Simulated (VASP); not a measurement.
# Ge16H (a cell with a defect) in VASP: a series of runs

The runs below take Ge16H (a cell with a defect) through single point, with PBE+D3(BJ).

Program: VASP 6.6.1. These are calculated values, not measurements. Logs are shortened: lines on timing, memory, paths and dates and some standing lists are left out, and cuts for length are marked.

### Step 1. The cell of the first run

The cell holds a defect, 17 atoms: a = 8.004 Å, b = 8.004 Å, c = 8.004 Å, α = 60.00°, β = 60.00°, γ = 60.00°.

### Step 2. Single point, PBE+D3(BJ)

The input, INCAR:

```
ALGO = Normal
EDIFF = 1E-6
ENCUT = 520
GGA = PE
ISIF = 2
ISMEAR = -1
IVDW = 12
LASPH = True
LCHARG = True
LELF = True
LREAL = Auto
LVHAR = True
LWAVE = False
NBANDS = 126
NELM = 100
PREC = Accurate
SIGMA = 0.05
```

The input, KPOINTS:

```
k-points
0
Gamma
  2 2 2
```

The input, POSCAR:

```
Ge16H
1.0
    0.0000000000      5.6600000000      5.6600000000
    5.6600000000      0.0000000000      5.6600000000
    5.6600000000      5.6600000000      0.0000000000
Ge H
16 1
Direct
   -0.0668197880     -0.0741696113      0.1400883392
    0.1429063604      0.1479593640      0.0267932862
   -0.0144169611      0.0703003534      0.3815547703
    0.1091431095      0.0957155477      0.6410865724
    0.0494434629      0.5171113074     -0.0714575972
    0.1849204947      0.5112102473      0.1430653710
   -0.0065812721      0.4861042403      0.5106978799
    0.1041077739      0.6646024735      0.5584363958
    0.5312544170     -0.0489575972     -0.0088869258
    0.5965724382      0.1318197880      0.1259893993
    0.4596996466      0.0242932862      0.5021024735
    0.6688250883      0.1513515901      0.6122703180
    0.5038604240      0.5410159011      0.0149028269
    0.6257950530      0.5997879859      0.1945759717
    0.4785070671      0.5281360424      0.5653621908
    0.6384717314      0.6518109541      0.6643727915
    0.3036660777      0.2765106007      0.2017226148
```

Potentials or basis: VASP PAW PBE potentials, release 64 (Ge_d, H).

Command:

```console
$ cat potpaw_PBE.64/Ge_d/POTCAR potpaw_PBE.64/H/POTCAR > POTCAR
$ mpirun -np 1 vasp_std > vasp.out
```

OUTCAR:

```text
EDIFF = 1E-6
   ENCUT = 520
   GGA = PE
   ISIF = 2
   ISMEAR = -1
   IVDW = 12
   LASPH = True
   LREAL = Auto
   NELM = 100
   PREC = Accurate
 IVDW          = 12

 ion  position               nearest neighbor table
   1  0.933  0.926  0.140-  10 2.38   2 2.58   6 2.89
   2  0.143  0.148  0.027-   3 2.34   5 2.44   1 2.58   9 2.63
   3  0.986  0.070  0.382-  12 2.27   2 2.34   8 2.67   4 2.83
   4  0.109  0.096  0.641-  11 2.31   7 2.55   3 2.83
   5  0.049  0.517  0.929-   6 2.42   2 2.44   8 2.47  14 2.90
   6  0.185  0.511  0.143-  17 1.56  13 2.32   5 2.42   7 2.50   1 2.89
   7  0.993  0.486  0.511-   8 2.26  16 2.39   6 2.50   4 2.55
   8  0.104  0.665  0.558-   7 2.26   5 2.47  15 2.65   3 2.67
   9  0.531  0.951  0.991-  14 2.38  10 2.53  12 2.56   2 2.63
  10  0.597  0.132  0.126-   1 2.38  11 2.46   9 2.53  13 2.72
  11  0.460  0.024  0.502-   4 2.31  10 2.46  16 2.52
  12  0.669  0.151  0.612-   3 2.27  15 2.53   9 2.56
  13  0.504  0.541  0.015-  16 2.29   6 2.32  14 2.40  10 2.72
  14  0.626  0.600  0.195-   9 2.38  13 2.40  15 2.45   5 2.90
  15  0.479  0.528  0.565-  14 2.45  16 2.51  12 2.53   8 2.65
  16  0.638  0.652  0.664-  13 2.29   7 2.39  15 2.51  11 2.52
  17  0.304  0.277  0.202-   6 1.56

  LATTYP: Found a face centered cubic cell.
 ALAT       =    11.3200000000

  Lattice vectors:

 A1 = (   0.0000000000,   5.6600000000,   5.6600000000)
 A2 = (   5.6600000000,   0.0000000000,   5.6600000000)
 A3 = (   5.6600000000,   5.6600000000,   0.0000000000)

Analysis of symmetry for initial positions (statically):
=====================================================================
 Subroutine PRICEL returns:
 Original cell was already a primitive cell.

 Routine SETGRP: Setting up the symmetry group for a
 face centered cubic supercell.

 Subroutine GETGRP returns: Found  1 space group operations
 (whereof  1 operations were pure point group operations)
 out of a pool of 48 trial point group operations.

The static configuration has the point symmetry C_1 .

Analysis of symmetry for dynamics (positions and initial velocities):
=====================================================================
 Subroutine PRICEL returns:
 Original cell was already a primitive cell.

 Routine SETGRP: Setting up the symmetry group for a
 face centered cubic supercell.

 Subroutine GETGRP returns: Found  1 space group operations
 (whereof  1 operations were pure point group operations)
 out of a pool of 48 trial point group operations.

The dynamic configuration has the point symmetry C_1 .

 Subroutine INISYM returns: Found  1 space group operations
[... 117 lines left out ...]
   ISYM   =      2    0-nonsym 1-usesym 2-fastsym
   POTIM  = 0.5000    time-step for ionic-motion
   TEBEG  =    0.0;   TEEND  =   0.0 temperature during run
   PSTRESS=    0.0 pullay stress
   NELECT =     225.0000    total number of electrons
   NUPDOWN=      -1.0000    fix difference up-down
   EMIN   =  10.00;   EMAX   =-10.00  energy-range for DOS
   EFERMI =   0.00;   METHOD = LEGACY
   ISMEAR =    -1;   SIGMA  =   0.05  broadening in eV -4-tet -1-fermi 0-gaus
   EFERMI_NEDOS =   21; number of points for ismear=-14 and -15
   IALGO  =     38    algorithm
   IMIX   =      4    mixing-type and parameters
     AMIX     =   0.40;   BMIX     =  1.00
     AMIX_MAG =   1.60;   BMIX_MAG =  1.00
  volume/ion in A,a.u.               =      21.33       143.96
  Fermi-wavevector in a.u.,A,eV,Ry     =   1.396291  2.638607 26.526303  1.949628
  Thomas-Fermi vector in A             =   2.519659
   LORBIT       =      0    0 simple, 1 ext, 2 COOP (PROOUT), +10 PAW based schemes
   GGA     = PE    functional components
   LHFCALC =     F    Hartree Fock is set to
   AEXX    =    0.0000 exact exchange contribution
   IVDW    =    12    specifies the selected vdW correction
   LEPSILON=     F    determine dielectric tensor
   LRPA    =     F    only Hartree local field effects (RPA)
 non-spin polarized calculation
  energy-cutoff  :      520.00
  volume of cell :      362.64
 maximum number of plane-waves:      9841
 NGX is ok and might be reduce to    60
   NGX = 29   NGY = 29   NGZ = 29

 number of electron     225.0000014 magnetization

 Free energy of the ion-electron system (eV)
  ---------------------------------------------------
  ext. energy  EPLUGINS =         0.00000000
  ---------------------------------------------------
  free energy    TOTEN  =       -67.92214177 eV

  energy without entropy =      -67.87667124  energy(sigma->0) =      -67.89940650

 E-fermi :   4.8312     XC(G=0): -10.0666

 val. band max:        4.7311371221   @ k =   0.0000   0.0000   0.0000
 cond. band min:       4.8387027978   @ k =   0.0000   0.0000   0.0000
 fundamental gap:      0.1075656757
 Fermi energy:         4.8312164001

 k-point     1 :       0.0000    0.0000    0.0000
  band No.  band energies     occupation
      1     -20.0916      2.00000
      2     -20.0851      2.00000
      3     -20.0612      2.00000
      4     -20.0322      2.00000
      5     -20.0048      2.00000
      6     -19.9819      2.00000
[... 1005 lines left out ...]
    123       8.2931      0.00000
    124       8.4973      0.00000
 [bands above 124 left out]

------------------------ aborting loop because EDIFF is reached ----------------------------------------

 Edisp (eV)   -5.00530

 E8    (eV) :    -2.2192

  FORCE on cell =-STRESS in cart. coord.  units (eV):
  Direction    XX          YY          ZZ          XY          YZ          ZX
  --------------------------------------------------------------------------------------
  -------------------------------------------------------------------------------------
  Total      11.10125     8.52522    11.17602    -1.15000     2.87450    -3.99316
  in kB      49.04597    37.66490    49.37630    -5.08079    12.69972   -17.64203
  external pressure =       45.36 kB  Pullay stress =        0.00 kB

 VOLUME and BASIS-vectors are now :
 -----------------------------------------------------------------------------
  energy-cutoff  :      520.00
  volume of cell :      362.64
      direct lattice vectors                 reciprocal lattice vectors
     0.000000000  5.660000000  5.660000000    -0.088339223  0.088339223  0.088339223
     5.660000000  0.000000000  5.660000000     0.088339223 -0.088339223  0.088339223
     5.660000000  5.660000000  0.000000000     0.088339223  0.088339223 -0.088339223

 POSITION                                       TOTAL-FORCE (eV/Angst)
 -----------------------------------------------------------------------------------
      6.03310      6.07470     10.52200        -1.201129      0.180005      0.672267
      0.98910      0.96050      1.64630        -1.566133     -0.081441      0.614642
      2.55750      7.73800      5.97630        -0.427421      2.151253     -0.104874
      4.17030      4.24630      1.15950         1.204467     -0.558898     -1.371247
      8.18240      5.53540      3.20670         0.763200     -0.854570     -0.770865
      3.70320      1.85640      3.94010         1.205317     -1.257287     -0.346963
[... 9 lines left out ...]
      7.44960      7.37410      7.30300        -0.326231     -1.622275      0.590267
      2.70680      2.86050      3.28380        -0.519018      0.404113     -0.760182
 -----------------------------------------------------------------------------------
    total drift:                                0.001411     -0.001633     -0.001803

  FREE ENERGIE OF THE ION-ELECTRON SYSTEM (eV)
  ---------------------------------------------------
  free  energy   TOTEN  =       -72.9274406052 eV

  energy  without entropy=      -72.8819700749  energy(sigma->0) =      -72.90470534
```

OSZICAR:

```text
N       E                     dE             d eps       ncg     rms          rms(c)
DAV:   1     0.363743275541E+04    0.36374E+04   -0.95034E+04  2260   0.496E+03
DAV:   2     0.759015557759E+03   -0.28784E+04   -0.28014E+04  2016   0.128E+03
DAV:   3     0.525157000689E+02   -0.70650E+03   -0.68405E+03  2040   0.319E+02
DAV:   4    -0.609263814676E+02   -0.11344E+03   -0.10632E+03  2268   0.122E+02
DAV:   5    -0.685941478758E+02   -0.76678E+01   -0.73738E+01  2232   0.323E+01    0.932E+00
DAV:   6    -0.680935459814E+02    0.50060E+00   -0.30613E+00  3480   0.164E+01    0.511E+00
DAV:   7    -0.679033716040E+02    0.19017E+00   -0.12829E+00  2264   0.640E+00    0.972E-01
DAV:   8    -0.679138530004E+02   -0.10481E-01   -0.28610E-01  2192   0.852E+00    0.530E-01
DAV:   9    -0.679191147619E+02   -0.52618E-02   -0.61430E-02  2344   0.360E+00    0.278E-01
DAV:  10    -0.679212713284E+02   -0.21566E-02   -0.17980E-02  2208   0.187E+00    0.128E-01
DAV:  11    -0.679218841034E+02   -0.61278E-03   -0.45581E-03  2256   0.141E+00    0.369E-02
DAV:  12    -0.679220641824E+02   -0.18008E-03   -0.16036E-03  2224   0.600E-01    0.231E-02
DAV:  13    -0.679221164727E+02   -0.52290E-04   -0.61581E-04  2336   0.338E-01    0.135E-02
DAV:  14    -0.679221333685E+02   -0.16896E-04   -0.18463E-04  2192   0.181E-01    0.664E-03
DAV:  15    -0.679221390924E+02   -0.57240E-05   -0.59449E-05  2232   0.101E-01    0.412E-03
DAV:  16    -0.679221413040E+02   -0.22116E-05   -0.23985E-05  1792   0.598E-02    0.234E-03
DAV:  17    -0.679221417660E+02   -0.46193E-06   -0.64067E-06  1880   0.326E-02
   1 F= -.72927441E+02 E0= -.72904705E+02  d E =-.454705E-01
```

Run time: 11 min. Hardware: 1 thread of Intel Xeon 6975P-C (Granite Rapids), shared host; peak memory 0.62 GiB.

Results:

```yaml
Free_energy: -72.9274 eV
Pressure: 4.5 GPa
Largest_force: 2.904 eV/Å
Band_gap_on_the_k_mesh: zero (an odd number of electrons rules out a gap without spin polarisation)
Dispersion_energy_per_atom: -0.294 eV
```

Forces in eV/Å, atoms in the order of the input:
```
Ge  -1.201  0.180  0.672
Ge  -1.566 -0.081  0.615
Ge  -0.427  2.151 -0.105
Ge   1.204 -0.559 -1.371
Ge   0.763 -0.855 -0.771
Ge   1.205 -1.257 -0.347
Ge  -1.524 -0.114 -1.365
Ge   1.525  0.803  2.337
Ge   0.728 -1.009  0.766
Ge   0.461 -0.849  0.426
Ge  -0.146  1.450  1.150
Ge   1.370 -0.887 -1.853
Ge  -0.314  1.802 -0.382
Ge  -0.907  0.524  0.904
Ge  -0.326 -0.080 -0.507
Ge  -0.326 -1.622  0.590
H   -0.519  0.404 -0.760
```

Levels at points of the mesh, in eV from the Fermi level:
```
           k point  band 109  band 110  band 111  band 112  band 113  band 114  band 115  band 116
(0.00, 0.00, 0.00)     -0.79     -0.48     -0.43     -0.27     -0.10      0.01      0.15      0.39
(0.50, 0.00, 0.00)     -1.18     -0.87     -0.51     -0.27      0.03      0.31      0.63      0.83
(0.00, 0.50, 0.00)     -1.22     -0.84     -0.39     -0.20      0.15      0.40      0.55      0.67
(0.00, 0.00, 0.50)     -1.41     -0.90     -0.67     -0.13      0.03      0.27      0.80      0.95
(0.50, 0.50, 0.50)     -1.31     -0.93     -0.61     -0.29     -0.14      0.34      0.51      0.80
(0.50, 0.50, 0.00)     -1.39     -0.98     -0.94     -0.62     -0.19      0.57      1.06      1.24
(0.00, 0.50, 0.50)     -1.42     -1.15     -0.87     -0.37      0.27      0.74      0.96      1.18
(0.50, 0.00, 0.50)     -1.17     -0.96     -0.90     -0.50      0.29      0.43      1.16      1.35
```

Caveat: the k points lie up to 0.48 Å⁻¹ apart, too coarse for converged energies and pressures of a metal; the atoms stand as in a frame of molecular dynamics; an odd number of electrons without spin polarisation forces a metal; a magnetic or distorted state may lie lower.

### Step 3. Single point, PBE+D3(BJ)

The input, INCAR:

```
PREC = Accurate
ENCUT = 520
EDIFF = 1E-6
ISMEAR = -1
SIGMA = 0.05
LREAL = Auto
LASPH = T
NELM = 80
ALGO = Normal
ISIF = 2
LWAVE = F
LCHARG = T
GGA = PE
IVDW = 12
LELF = T
LVHAR = T
NBANDS = 126
```

The input, KPOINTS:

```
Automatic mesh
0
Gamma
  2 2 2
```

The input, POSCAR:

```
Ge16H
1.0
    0.0000000000      5.6600000000      5.6600000000
    5.6600000000      0.0000000000      5.6600000000
    5.6600000000      5.6600000000      0.0000000000
Ge H
16 1
Direct
   -0.0463515901     -0.0608745583      0.1124469965
    0.1503091873      0.1644964664     -0.0185600707
    0.0240371025      0.0681183746      0.3809805654
    0.0694257951      0.0903621908      0.6729240283
    0.0300530035      0.5590636042     -0.0748409894
    0.1579063604      0.4911572438      0.1664575972
    0.0161837456      0.4510777385      0.5237102473
    0.1082508834      0.7043639576      0.5549469965
    0.5120141343     -0.0340282686     -0.0053533569
    0.5816696113      0.1535247350      0.1309275618
    0.4816254417      0.0093816254      0.5313604240
    0.6347791519      0.1367579505      0.6451325088
    0.5162897527      0.5175971731      0.0095759717
    0.6220583039      0.5806095406      0.1932067138
    0.4818374558      0.5048409894      0.5618197880
    0.6654770318      0.6627738516      0.6150176678
    0.3117049470      0.1920406360      0.2886307420
```

Potentials or basis: VASP PAW PBE potentials, release 64 (Ge_d, H).

Command:

```console
$ cat potpaw_PBE.64/Ge_d/POTCAR potpaw_PBE.64/H/POTCAR > POTCAR
$ mpirun -np 1 vasp_std > vasp.out
```

It took 10 min on 1 thread of Intel Xeon 6975P-C (Granite Rapids), shared host; peak memory 0.62 GiB.

Results (log left out):

| Quantity | Value |
| --- | --- |
| Free energy | -73.7007 eV |
| Pressure | 2.1 GPa |
| Largest force | 1.992 eV/Å |
| Band gap on the k mesh | zero (an odd number of electrons rules out a gap without spin polarisation) |
| Dispersion energy per atom | -0.291 eV |

Forces on the atoms (eV/Å):
```
Ge  -0.566  0.040 -0.354
Ge   0.214 -0.003  0.460
Ge   0.730 -0.452 -0.068
Ge  -0.071  1.088 -0.274
Ge   0.042 -0.702 -1.478
Ge   0.105  1.011  1.153
Ge   0.883  0.450  0.769
Ge  -1.126  0.393 -0.335
Ge   0.954  0.951 -0.543
Ge  -0.419  0.089 -1.074
Ge   1.262 -0.910  0.667
Ge  -1.552 -0.649  0.798
Ge  -0.511 -1.101 -0.135
Ge  -0.129 -0.028  1.508
Ge   0.660 -0.052  0.468
Ge  -0.236  0.395 -1.938
H   -0.239 -0.522  0.375
```

Stress tensor (GPa, compression positive):
```
 2.86  0.65  0.81
 0.65  3.43 -1.91
 0.81 -1.91  0.08
```

Levels at points of the mesh, in eV from the Fermi level:
```
           k point  band 108  band 109  band 110  band 111  band 112  band 113  band 114  band 115  band 116  band 117
(0.00, 0.00, 0.00)     -0.81     -0.59     -0.40     -0.33     -0.31     -0.11     -0.03      0.25      0.34      0.48
(0.50, 0.00, 0.00)     -1.61     -1.19     -0.93     -0.51     -0.36     -0.22      0.05      0.28      0.81      1.07
(0.00, 0.50, 0.00)     -1.43     -0.97     -0.73     -0.45     -0.17      0.05      0.31      0.58      0.86      1.15
(0.00, 0.00, 0.50)     -1.58     -1.29     -0.87     -0.69      0.04      0.09      0.32      0.48      0.94      1.09
(0.50, 0.50, 0.50)     -1.57     -1.32     -1.06     -0.46     -0.23      0.00      0.42      0.70      0.82      1.14
(0.50, 0.50, 0.00)     -1.47     -1.11     -0.98     -0.80     -0.70     -0.45      0.56      0.93      1.46      1.55
(0.00, 0.50, 0.50)     -1.49     -1.36     -1.01     -0.91     -0.53      0.37      0.88      1.19      1.47      1.63
(0.50, 0.00, 0.50)     -1.25     -1.11     -0.91     -0.90     -0.66      0.27      0.57      0.97      1.38      1.51
```

Caveat: the k points lie up to 0.48 Å⁻¹ apart, too coarse for converged energies and pressures of a metal; the atoms stand as in a frame of molecular dynamics; an odd number of electrons without spin polarisation forces a metal; a magnetic or distorted state may lie lower.

### Step 4. Single point, PBE+D3(BJ)

The input, INCAR:

```
PREC = Accurate
ENCUT = 520
EDIFF = 1E-7
ISMEAR = -1
SIGMA = 0.05
LREAL = Auto
LASPH = True
NELM = 80
ALGO = Normal
ISIF = 2
LWAVE = False
LCHARG = False
GGA = PE
IVDW = 12
NBANDS = 126
```

The input, KPOINTS:

```
regular mesh
0
Gamma
  2 2 2
```

The input, POSCAR:

```
Ge16H
1.0
    0.0000000000      5.6600000000      5.6600000000
    5.6600000000      0.0000000000      5.6600000000
    5.6600000000      5.6600000000      0.0000000000
Ge H
16 1
Direct
    0.0025883392     -0.0777473498      0.0512455830
    0.1489752650      0.2005300353     -0.0465724382
    0.0383568905      0.1016784452      0.3984628975
    0.0608127208      0.0748233216      0.7294522968
   -0.0499558304      0.6036660777     -0.0608922261
    0.1649116608      0.4863780919      0.1688692580
    0.0396201413      0.4471113074      0.5686660777
    0.1459717314      0.6890459364      0.5584452297
    0.4820759717     -0.0151678445      0.0437720848
    0.5928533569      0.1213692580      0.1571466431
    0.4818727915      0.0153180212      0.5205477032
    0.6031272085      0.1359893993      0.6541519435
    0.5172349823      0.4997438163     -0.0281537102
    0.6382773852      0.5929416961      0.1470759717
    0.4896908127      0.4908392226      0.5475530035
    0.6504416961      0.6320848057      0.5899823322
    0.2205565371      0.2389664311      0.2850795053
```

Command:

```console
$ cat potpaw_PBE.64/Ge_d/POTCAR potpaw_PBE.64/H/POTCAR > POTCAR
$ mpirun -np 1 vasp_std > vasp.out
```

It took 22 min on 1 thread of Oxide Virtual Turin-like, shared host; peak memory 0.57 GiB.

The run converged. Its results:

```
Free energy                : -73.1770 eV
Pressure                   : 3.4 GPa
Largest force              : 4.747 eV/Å
Band gap on the k mesh     : zero (an odd number of electrons rules out a gap without spin polarisation)
Dispersion energy per atom : -0.288 eV
```

Forces on the atoms (eV/Å):
```
Ge   2.099  2.527 -2.430
Ge   0.347 -0.046 -0.084
Ge  -0.233  0.096 -0.824
Ge  -2.567 -2.946  2.696
Ge  -1.364  2.005  2.133
Ge   1.122 -0.646  0.335
Ge  -0.618 -1.242 -0.157
Ge   1.201 -0.886  0.336
Ge  -0.998 -0.500 -0.650
Ge  -0.214  0.304  1.462
Ge   0.369  0.196 -0.977
Ge  -0.601  1.147 -0.612
Ge   0.169  0.541 -0.092
Ge   1.618 -1.300 -2.376
Ge  -0.861 -1.028  0.465
Ge   1.017  1.428  1.167
H   -0.486  0.351 -0.393
```

Stress tensor (GPa, compression positive):
```
 3.16  0.88  0.71
 0.88  2.63 -0.45
 0.71 -0.45  4.55
```

Levels at points of the mesh, in eV from the Fermi level:
```
           k point  band 109  band 110  band 111  band 112  band 113  band 114  band 115  band 116  band 117  band 118
(0.00, 0.00, 0.00)     -0.76     -0.63     -0.48     -0.25     -0.03      0.17      0.27      0.38      0.45      0.65
(0.50, 0.00, 0.00)     -1.34     -0.70     -0.54     -0.39     -0.19      0.48      0.58      0.96      0.99      1.23
(0.00, 0.50, 0.00)     -1.29     -0.71     -0.42     -0.25     -0.14      0.23      0.67      0.83      0.95      1.29
(0.00, 0.00, 0.50)     -1.16     -1.04     -0.67     -0.21      0.07      0.26      0.38      0.96      1.12      1.77
(0.50, 0.50, 0.50)     -1.24     -0.82     -0.50      0.10      0.21      0.45      0.67      1.04      1.21      1.44
(0.50, 0.50, 0.00)     -1.17     -0.91     -0.81     -0.64     -0.38      0.74      1.15      1.50      1.60      1.74
(0.00, 0.50, 0.50)     -1.44     -1.05     -0.84     -0.38      0.06      1.07      1.37      1.44      1.62      1.89
(0.50, 0.00, 0.50)     -1.25     -0.99     -0.80     -0.41     -0.09      0.62      0.83      1.27      1.61      1.78
```

Caveat: the k points lie up to 0.48 Å⁻¹ apart, too coarse for converged energies and pressures of a metal; the atoms stand as in a frame of molecular dynamics; an odd number of electrons without spin polarisation forces a metal; a magnetic or distorted state may lie lower.

### Step 5. Summary

| cell | gap on the mesh (eV) | pressure (GPa) | largest force (eV/Å) |
| --- | --- | --- | --- |
| as given, atomic positions A | none | 4.5 | 2.90 |
| as given, atomic positions B | none | 2.1 | 1.99 |
| as given, atomic positions C | none | 3.4 | 4.75 |

Alike in all rows: task single point; level PBE+D3(BJ); potentials or basis VASP PAW PBE potentials, release 64 (Ge_d, H); no spin polarisation; k mesh 2 × 2 × 2; cutoff (eV) 520; smearing fermi-dirac 0.05 eV.

Caveats: all runs use coarse meshes; the atoms stand as in a frame of molecular dynamics; an odd number of electrons without spin polarisation forces a metal; a magnetic or distorted state may lie lower.

Total energies depend on the potentials used, so only differences within one code and one set of settings carry meaning.

The gap in the log of VASP goes by the Fermi energy; the results here count the filled bands.